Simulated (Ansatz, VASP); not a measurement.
KTaO3: VASP beside Ansatz

```
K Ta O
1.0
     3.93107    0.00000    0.00000
     0.00000    4.30659    0.00000
     0.00000    0.00000    4.02485
K Ta O
1 1 3
Direct
  0.50000 0.50000 0.50000
  0.00000 0.00000 0.00000
  0.50000 0.00000 0.00000
  0.00000 0.50000 0.00000
  0.00000 0.00000 0.50000
```

Change from the starting cell: normal strain along x -0.0233, normal strain along y +0.0700.

Alike in both runs: task single point; functional PBE; k mesh 8 × 8 × 8; occupations gaussian, width 0.05 eV; no spin polarisation.

|  | VASP | Ansatz |
| --- | --- | --- |
| version | VASP 6.6.1 | Ansatz 0.2.0 |
| potentials or method | VASP PAW PBE potentials, release 64 (K_sv, Ta_pv, O), cutoff 520 eV | scalar-relativistic, plane waves, PAW |
| valence electrons in the cell | 38 | 40 |

```tsv
	VASP	Ansatz	Ansatz less VASP
gap on the k mesh at the Fermi level (eV)	1.88	1.92	+0.039
least direct gap on the mesh (eV)	2.37	2.41	+0.035
pressure (GPa)	-5.0	-5.5	-0.49
traceless stress, the component that is largest in VASP (GPa)	-13.74	-13.53	+0.209
```

The functional is the same, so the differences come from potentials, cutoffs and numerics. VASP's potentials hold 38 valence electrons a cell and Ansatz's 40, so a difference there can come from the potentials and not from the codes.

Neither program's run includes spin-orbit coupling.
